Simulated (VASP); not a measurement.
# RbBr in VASP: a series of runs

The runs below take RbBr through single point, relaxation of cell and atoms, with PBE.

Everything below comes from runs of VASP 6.6.1. Logs are shortened: lines on timing, memory, paths and dates and some standing lists are left out, and cuts for length are marked.

## (1) The cell of the first run

Symmetry: Pm-3m, No. 221, cubic system. The conventional cell has a = 4.185 Å, b = 4.185 Å, c = 4.185 Å, α = 90.00°, β = 90.00°, γ = 90.00°. Within 4.8 Å of Rb (site symmetry m-3m) lie 8 Br at 3.62 Å and 6 Rb at 4.18 Å. Within 4.8 Å of Br (site symmetry m-3m) lie 8 Rb at 3.62 Å and 6 Br at 4.18 Å.

## (2) Single point, PBE

Contents of INCAR:

```
ALGO = Normal ; EDIFF = 1E-6
ENCUT = 500 ; GGA = PE
GGA_COMPAT = False ; ISIF = 2
ISMEAR = 0 ; LASPH = True
LCHARG = True ; LELF = True
LREAL = False ; LVHAR = True
LWAVE = False ; NBANDS = 15
NELM = 120 ; PREC = Accurate
SIGMA = 0.15
```

Contents of KPOINTS:

```
k-points
0
Gamma
  3 3 3
```

Contents of POSCAR:

```
RbBr
1.0
    4.1846415202      0.0000000000      0.0000000000
    0.0000000000      4.1846415202      0.0000000000
    0.0000000000      0.0000000000      4.1846415202
Rb Br
1 1
Direct
    0.5000000000      0.5000000000      0.5000000000
    0.0000000000      0.0000000000      0.0000000000
```

Potentials or basis: VASP PAW PBE potentials, release 64 (Rb_sv, Br).

Command:

```console
> cat potpaw_PBE.64/Rb_sv/POTCAR potpaw_PBE.64/Br/POTCAR > POTCAR
> mpirun -np 1 vasp_std > vasp.out
```

OUTCAR:

```text
EDIFF = 1E-6
   ENCUT = 500
   GGA = PE
   ISIF = 2
   ISMEAR = 0
   LASPH = True
   LREAL = False
   NELM = 120
   PREC = Accurate

 ion  position               nearest neighbor table
   1  0.500  0.500  0.500-   2 3.62   2 3.62   2 3.62   2 3.62   2 3.62   2 3.62   2 3.62   2 3.62

   2  0.000  0.000  0.000-   1 3.62   1 3.62   1 3.62   1 3.62   1 3.62   1 3.62   1 3.62   1 3.62

  LATTYP: Found a simple cubic cell.
 ALAT       =     4.1846415202

  Lattice vectors:

 A1 = (   4.1846415202,   0.0000000000,   0.0000000000)
 A2 = (   0.0000000000,   4.1846415202,   0.0000000000)
 A3 = (   0.0000000000,   0.0000000000,   4.1846415202)

Analysis of symmetry for initial positions (statically):
=====================================================================
 Subroutine PRICEL returns:
 Original cell was already a primitive cell.

 Routine SETGRP: Setting up the symmetry group for a
 simple cubic supercell.

 Subroutine GETGRP returns: Found 48 space group operations
 (whereof 48 operations were pure point group operations)
 out of a pool of 48 trial point group operations.

The static configuration has the point symmetry O_h .

Analysis of symmetry for dynamics (positions and initial velocities):
=====================================================================
 Subroutine PRICEL returns:
 Original cell was already a primitive cell.

 Routine SETGRP: Setting up the symmetry group for a
 simple cubic supercell.

 Subroutine GETGRP returns: Found 48 space group operations
 (whereof 48 operations were pure point group operations)
 out of a pool of 48 trial point group operations.

The dynamic configuration has the point symmetry O_h .

 Subroutine INISYM returns: Found 48 space group operations
 (whereof 48 operations are pure point group operations),
 and found     1 'primitive' translations

----------------------------------------------------------------------------------------

                                     Primitive cell

  volume of cell :      73.2782

  direct lattice vectors                    reciprocal lattice vectors
     4.184641520  0.000000000  0.000000000     0.238969096  0.000000000  0.000000000
     0.000000000  4.184641520  0.000000000     0.000000000  0.238969096  0.000000000
     0.000000000  0.000000000  4.184641520     0.000000000  0.000000000  0.238969096

  length of vectors
     4.184641520  4.184641520  4.184641520     0.238969096  0.238969096  0.238969096

  position of ions in fractional coordinates (direct lattice)
     0.500000000  0.500000000  0.500000000
     0.000000000  0.000000000  0.000000000

  ion indices of the primitive-cell ions
   primitive index   ion index
                 1           1
                 2           2

----------------------------------------------------------------------------------------

 KPOINTS: k-points

Automatic generation of k-mesh.
 Grid dimensions read from file:
 generate k-points for:    3    3    3

 Generating k-lattice:

  Cartesian coordinates                     Fractional coordinates (reciprocal lattice)
     0.079656365  0.000000000  0.000000000     0.333333333  0.000000000  0.000000000
     0.000000000  0.079656365  0.000000000     0.000000000  0.333333333  0.000000000
     0.000000000  0.000000000  0.079656365     0.000000000  0.000000000  0.333333333

  Length of vectors
     0.079656365  0.079656365  0.079656365

  Shift w.r.t. Gamma in fractional coordinates (k-lattice)
     0.000000000  0.000000000  0.000000000

 Subroutine IBZKPT returns following result:
 ===========================================

 Found      4 irreducible k-points:

 Following reciprocal coordinates:
            Coordinates               Weight
  0.000000  0.000000  0.000000      1.000000
  0.333333  0.000000  0.000000      6.000000
  0.333333  0.333333  0.000000     12.000000
  0.333333  0.333333  0.333333      8.000000
   k-points           NKPTS =      4   k-points in BZ     NKDIM =      4   number of bands    NBANDS=     15
   number of dos      NEDOS =    301   number of ions     NIONS =      2
   total plane-waves  NPLWV =  32768
   dimension x,y,z NGX =    32 NGY =   32 NGZ =   32
   dimension x,y,z NGXF=    64 NGYF=   64 NGZF=   64
   ions per type =               1   1
   NGX,Y,Z   is equivalent  to a cutoff of  12.71, 12.71, 12.71 a.u.
   NGXF,Y,Z  is equivalent  to a cutoff of  25.43, 25.43, 25.43 a.u.
 SYSTEM =  unknown system
   PREC   = accura    normal or accurate (medium, high low for compatibility)
   ISTART =      0    job   : 0-new  1-cont  2-samecut
   ICHARG =      2    charge: 1-file 2-atom 10-const
   ISPIN  =      1    spin polarized calculation?
   LNONCOLLINEAR =      F non collinear calculations
   LSORBIT =      F    spin-orbit coupling
   LASPH  =      T    aspherical Exc in radial PAW
   ENCUT  =  500.0 eV  36.75 Ry    6.06 a.u.   7.63  7.63  7.63*2*pi/ulx,y,z
   NELM   =    120;   NELMIN=  2; NELMDL= -5     # of ELM steps
   EDIFF  = 0.1E-05   stopping-criterion for ELM
   LREAL  =      F    real-space projection
   EDIFFG = 0.1E-04   stopping-criterion for IOM
   NSW    =      0    number of steps for IOM
   IBRION =     -1    ionic relax: 0-MD 1-quasi-New 2-CG
   NFREE  =      0    steps in history (QN), initial steepest desc. (CG)
   ISIF   =      2    stress and relaxation
   ISYM   =      2    0-nonsym 1-usesym 2-fastsym
   POTIM  = 0.5000    time-step for ionic-motion
   TEBEG  =    0.0;   TEEND  =   0.0 temperature during run
   PSTRESS=    0.0 pullay stress
   NELECT =      16.0000    total number of electrons
   NUPDOWN=      -1.0000    fix difference up-down
   EMIN   =  10.00;   EMAX   =-10.00  energy-range for DOS
   EFERMI =   0.00;   METHOD = LEGACY
   ISMEAR =     0;   SIGMA  =   0.15  broadening in eV -4-tet -1-fermi 0-gaus
   EFERMI_NEDOS =   21; number of points for ismear=-14 and -15
   IALGO  =     38    algorithm
   IMIX   =      4    mixing-type and parameters
     AMIX     =   0.40;   BMIX     =  1.00
     AMIX_MAG =   1.60;   BMIX_MAG =  1.00
  volume/ion in A,a.u.               =      36.64       247.25
  Fermi-wavevector in a.u.,A,eV,Ry     =   0.985802  1.862897 13.222230  0.971806
  Thomas-Fermi vector in A             =   2.117136
   LORBIT       =      0    0 simple, 1 ext, 2 COOP (PROOUT), +10 PAW based schemes
   GGA     = PE    functional components
   LHFCALC =     F    Hartree Fock is set to
   AEXX    =    0.0000 exact exchange contribution
   IVDW    =     0    specifies the selected vdW correction
   LEPSILON=     F    determine dielectric tensor
   LRPA    =     F    only Hartree local field effects (RPA)
 non-spin polarized calculation
 Gauss-broadening in eV      SIGMA  =   0.15
  energy-cutoff  :      500.00
  volume of cell :       73.28
 maximum number of plane-waves:      1867
 NGX is ok and might be reduce to    30
   NGX = 15   NGY = 15   NGZ = 15

 number of electron      16.0000001 magnetization

 Free energy of the ion-electron system (eV)
  ---------------------------------------------------
  ext. energy  EPLUGINS =         0.00000000
  ---------------------------------------------------
  free energy    TOTEN  =        -5.98732982 eV

  energy without entropy =       -5.98732982  energy(sigma->0) =       -5.98732982

 E-fermi :  -0.1575     XC(G=0):  -7.7453

 val. band max:       -0.9349199632   @ k =   0.3333   0.3333   0.0000
 cond. band min:       3.0874459259   @ k =   0.0000   0.0000   0.0000
 fundamental gap:      4.0223658891
 Fermi energy:        -0.1575468559

 k-point     1 :       0.0000    0.0000    0.0000
  band No.  band energies     occupation
      1     -26.0369      2.00000
      2     -13.3906      2.00000
      3     -10.0263      2.00000
      4     -10.0263      2.00000
      5     -10.0263      2.00000
      6      -0.9963      2.00000
      7      -0.9963      2.00000
      8      -0.9963      2.00000
      9       3.0874      0.00000
     10       4.7652      0.00000
     11       4.7652      0.00000
     12       8.9476      0.00000
     13       8.9476      0.00000
     14       8.9476      0.00000
     15      11.6269      0.00000

 k-point     2 :       0.3333    0.0000    0.0000
  band No.  band energies     occupation
      1     -26.0242      2.00000
      2     -13.3838      2.00000
      3     -10.1213      2.00000
      4      -9.9963      2.00000
      5      -9.9963      2.00000
      6      -2.1670      2.00000
      7      -1.0383      2.00000
      8      -1.0383      2.00000
      9       5.0102      0.00000
     10       5.5219      0.00000
     11       6.3906      0.00000
     12       8.7346      0.00000
     13       8.7346      0.00000
     14       8.7388      0.00000
     15       9.4507      0.00000

 k-point     3 :       0.3333    0.3333    0.0000
  band No.  band energies     occupation
      1     -26.0123      2.00000
      2     -13.2941      2.00000
      3     -10.2289      2.00000
      4     -10.1590      2.00000
      5      -9.9728      2.00000
      6      -1.9172      2.00000
      7      -1.6818      2.00000
      8      -0.9349      2.00000
      9       4.9882      0.00000
     10       5.6338      0.00000
     11       7.4197      0.00000
     12       7.7709      0.00000
     13       8.0176      0.00000
     14       8.2129      0.00000
     15       9.8794      0.00000

 k-point     4 :       0.3333    0.3333    0.3333
  band No.  band energies     occupation
      1     -26.0008      2.00000
      2     -13.2094      2.00000
      3     -10.1825      2.00000
      4     -10.1825      2.00000
      5     -10.1743      2.00000
      6      -1.8136      2.00000
      7      -1.8136      2.00000
      8      -1.7323      2.00000
      9       6.1685      0.00000
     10       6.8534      0.00000
     11       6.8534      0.00000
     12       7.1129      0.00000
     13       8.0992      0.00000
     14       8.0992      0.00000
     15      11.4216      0.00000

------------------------ aborting loop because EDIFF is reached ----------------------------------------

  FORCE on cell =-STRESS in cart. coord.  units (eV):
  Direction    XX          YY          ZZ          XY          YZ          ZX
  --------------------------------------------------------------------------------------
  -------------------------------------------------------------------------------------
  Total        0.1167160      0.1167160      0.1167160     -0.0000000     -0.0000000      0.0000000
  in kB        2.5519151      2.5519151      2.5519151     -0.0000000     -0.0000000      0.0000000
  external PRESSURE =       2.5519151 kB  Pullay stress =       0.0000000 kB

 VOLUME and BASIS-vectors are now :
 -----------------------------------------------------------------------------
  energy-cutoff  :      500.00
  volume of cell :       73.28
      direct lattice vectors                 reciprocal lattice vectors
     4.184641520  0.000000000  0.000000000     0.238969096  0.000000000  0.000000000
     0.000000000  4.184641520  0.000000000     0.000000000  0.238969096  0.000000000
     0.000000000  0.000000000  4.184641520     0.000000000  0.000000000  0.238969096

 POSITION                                       TOTAL-FORCE (eV/Angst)
 -----------------------------------------------------------------------------------
      2.09232      2.09232      2.09232         0.000000      0.000000      0.000000
      0.00000      0.00000      0.00000         0.000000      0.000000      0.000000
 -----------------------------------------------------------------------------------
    total drift:                                0.000000      0.000000     -0.000000

  FREE ENERGIE OF THE ION-ELECTRON SYSTEM (eV)
  ---------------------------------------------------
  free  energy   TOTEN  =        -5.9873298217 eV

  energy  without entropy=       -5.9873298217  energy(sigma->0) =       -5.98732982
```

It took 6.7 s on 1 thread of Intel Xeon Platinum 8488C (Sapphire Rapids), shared host; peak memory 0.17 GiB.

What came out:

- Free energy: -5.9873 eV
- Pressure: 0.3 GPa
- Band gap on the k mesh: 4.02 eV, indirect (least direct gap 4.08 eV)

Levels at points of the mesh, in eV from the valence-band top:
```
           k point  band 4  band 5  band 6  band 7  band 8  band 9  band 10  band 11  band 12  band 13
(0.00, 0.00, 0.00)   -9.09   -9.09   -0.06   -0.06   -0.06    4.02     5.70     5.70     9.88     9.88
```

Caveat: the k points lie up to 0.50 Å⁻¹ apart. A k mesh can miss the band edges.

## (3) Single point, PBE

This run uses another cell than the first one, of 36.38 Å³/atom, 0.993 times its volume.

Contents of INCAR:

```
SYSTEM = RbBr
  PREC = Accurate
  ENCUT = 500
  EDIFF = 1E-6
  ISMEAR = 0
  SIGMA = 0.15
  LREAL = .False.
  LASPH = .True.
  NELM = 120
  ALGO = Normal
  ISIF = 2
  LWAVE = .False.
  LCHARG = .False.
  GGA = PE
  NBANDS = 15
  GGA_COMPAT = .False.
```

Contents of KPOINTS:

```
Automatic mesh
0
Gamma
  4 4 3
  0 0 0
```

Contents of POSCAR:

```
RbBr
1.0
    4.1629974799      0.0000000000      0.0000000000
    0.0000000000      4.1629974799      0.0000000000
    0.0000000000      0.0000000000      4.1983158005
Rb Br
1 1
Direct
    0.0000000000      0.0000000000      0.5000000000
    0.5000000000      0.5000000000      0.0000000000
```

Potentials or basis: VASP PAW PBE potentials, release 64 (Rb_sv, Br).

Command:

```console
> cat potpaw_PBE.64/Rb_sv/POTCAR potpaw_PBE.64/Br/POTCAR > POTCAR
> mpirun -np 1 vasp_std > vasp.out
```

OUTCAR:

```text
SYSTEM = RbBr
   PREC = Accurate
   ENCUT = 500
   EDIFF = 1E-6
   ISMEAR = 0
   LREAL = .False.
   LASPH = .True.
   NELM = 120
   ISIF = 2
   GGA = PE

 ion  position               nearest neighbor table
   1  0.000  0.000  0.500-   2 3.62   2 3.62   2 3.62   2 3.62   2 3.62   2 3.62   2 3.62   2 3.62

   2  0.500  0.500  0.000-   1 3.62   1 3.62   1 3.62   1 3.62   1 3.62   1 3.62   1 3.62   1 3.62

  LATTYP: Found a simple tetragonal cell.
 ALAT       =     4.1629974799
 C/A-ratio  =     1.0084838679

  Lattice vectors:

[... 389 lines left out ...]

  FORCE on cell =-STRESS in cart. coord.  units (eV):
  Direction    XX          YY          ZZ          XY          YZ          ZX
  --------------------------------------------------------------------------------------
  -------------------------------------------------------------------------------------
  Total        0.1509140      0.1509140      0.0939457      0.0000000      0.0000000     -0.0000000
  in kB        3.3231702      3.3231702      2.0687127      0.0000000      0.0000000     -0.0000000
  external PRESSURE =       2.9050177 kB  Pullay stress =       0.0000000 kB

 VOLUME and BASIS-vectors are now :
 -----------------------------------------------------------------------------
  energy-cutoff  :      500.00
  volume of cell :       72.76
      direct lattice vectors                 reciprocal lattice vectors
     4.162997480  0.000000000  0.000000000     0.240211531  0.000000000  0.000000000
     0.000000000  4.162997480  0.000000000     0.000000000  0.240211531  0.000000000
     0.000000000  0.000000000  4.198315800     0.000000000  0.000000000  0.238190753

 POSITION                                       TOTAL-FORCE (eV/Angst)
 -----------------------------------------------------------------------------------
      0.00000      0.00000      2.09916         0.000000      0.000000      0.000000
      2.08150      2.08150      0.00000         0.000000      0.000000      0.000000
 -----------------------------------------------------------------------------------
    total drift:                                0.000000      0.000000      0.000000

  FREE ENERGIE OF THE ION-ELECTRON SYSTEM (eV)
  ---------------------------------------------------
  free  energy   TOTEN  =        -5.9968633803 eV

  energy  without entropy=       -5.9968633803  energy(sigma->0) =       -5.99686338
```

OSZICAR:

```text
N       E                     dE             d eps       ncg     rms          rms(c)
DAV:   1     0.876114876048E+02    0.87611E+02   -0.64875E+03   360   0.871E+02
DAV:   2    -0.945556701070E-01   -0.87706E+02   -0.81661E+02   482   0.177E+02
DAV:   3    -0.612889289317E+01   -0.60343E+01   -0.60124E+01   568   0.476E+01
DAV:   4    -0.624228365565E+01   -0.11339E+00   -0.11338E+00   506   0.493E+00
DAV:   5    -0.624322894351E+01   -0.94529E-03   -0.94528E-03   532   0.431E-01    0.247E+00
DAV:   6    -0.602944165266E+01    0.21379E+00   -0.19262E-01   458   0.230E+00    0.164E+00
DAV:   7    -0.599372641196E+01    0.35715E-01   -0.10744E-01   444   0.181E+00    0.870E-01
DAV:   8    -0.599684026031E+01   -0.31138E-02   -0.13606E-02   435   0.714E-01    0.142E-01
DAV:   9    -0.599671793022E+01    0.12233E-03   -0.55009E-04   521   0.125E-01    0.665E-02
DAV:  10    -0.599686330820E+01   -0.14538E-03   -0.25517E-04   402   0.105E-01    0.143E-02
DAV:  11    -0.599686338033E+01   -0.72126E-07   -0.93113E-06   479   0.201E-02
   1 F= -.59968634E+01 E0= -.59968634E+01  d E =-.103312E-11
```

stdout:

```text
POSCAR found type information on POSCAR RbBr
 POSCAR found :  2 types and       2 ions
 scaLAPACK will be used
 LDA part: xc-table for (Slater+PW92), standard interpolation
 POSCAR, INCAR and KPOINTS ok, starting setup
 FFT: planning ... GRIDC
 FFT: planning ... GRID_SOFT
 FFT: planning ... GRID
 WAVECAR not read
 entering main loop
```

Run time: 9.8 s. Hardware: 1 thread of Intel Xeon Platinum 8488C (Sapphire Rapids), shared host; peak memory 0.17 GiB.

What came out:

```yaml
Free_energy: -5.9969 eV
Pressure: 0.3 GPa
Band_gap_on_the_k_mesh: 3.98 eV, indirect (least direct gap 4.10 eV)
```

Caveat: the k points lie up to 0.50 Å⁻¹ apart. Expect the measured gap to be larger: semilocal functionals such as PBE lack the derivative discontinuity.

## (4) Single point, PBE

This run uses another cell than the first one, of 36.75 Å³/atom, 1.003 times its volume.

Contents of INCAR:

```
PREC = Accurate
ENCUT = 500
EDIFF = 1E-6
ISMEAR = 0
SIGMA = 0.15
LREAL = False
LASPH = True
NELM = 120
ALGO = Normal
ISIF = 2
LWAVE = False
LCHARG = False
GGA = PE
NBANDS = 15
GGA_COMPAT = False
```

Contents of KPOINTS:

```
Automatic mesh
0
Gamma
  4 4 3
```

Contents of POSCAR:

```
RbBr
1.0
    4.1827964692      0.0000000000      0.0000000000
    0.0000000000      4.1827964692      0.0000000000
    0.0000000000      0.0000000000      4.2006008469
Rb Br
1 1
Direct
    0.0000000000      0.0000000000      0.0000000000
    0.5000000000      0.5000000000      0.5000000000
```

Command:

```console
> cat potpaw_PBE.64/Rb_sv/POTCAR potpaw_PBE.64/Br/POTCAR > POTCAR
> mpirun -np 1 vasp_std > vasp.out
```

Wall time 7.8 s (1 thread of Intel Xeon Platinum 8488C (Sapphire Rapids), shared host); peak memory 0.17 GiB.

Results (log left out):

```
Free energy            : -5.9980 eV
Pressure               : 0.1 GPa
Band gap on the k mesh : 3.94 eV, indirect (least direct gap 4.07 eV)
```

Levels at points of the mesh, in eV from the valence-band top:
| k point | band 5 | band 6 | band 7 | band 8 | band 9 | band 10 | band 11 | band 12 |
| --- | --- | --- | --- | --- | --- | --- | --- | --- |
| (0.00, 0.00, 0.00) | -9.16 | -0.15 | -0.13 | -0.13 | 3.94 | 5.62 | 5.64 | 9.79 |
| (0.50, 0.00, 0.00) | -9.12 | -1.60 | -0.21 | -0.19 | 6.87 | 6.90 | 7.41 | 8.71 |
| (0.50, 0.50, 0.00) | -9.09 | -0.99 | -0.99 | 0.00 | 5.30 | 6.16 | 7.90 | 7.90 |

Caveat: the k points lie up to 0.50 Å⁻¹ apart.

(Part 1 of 2 ends here.)
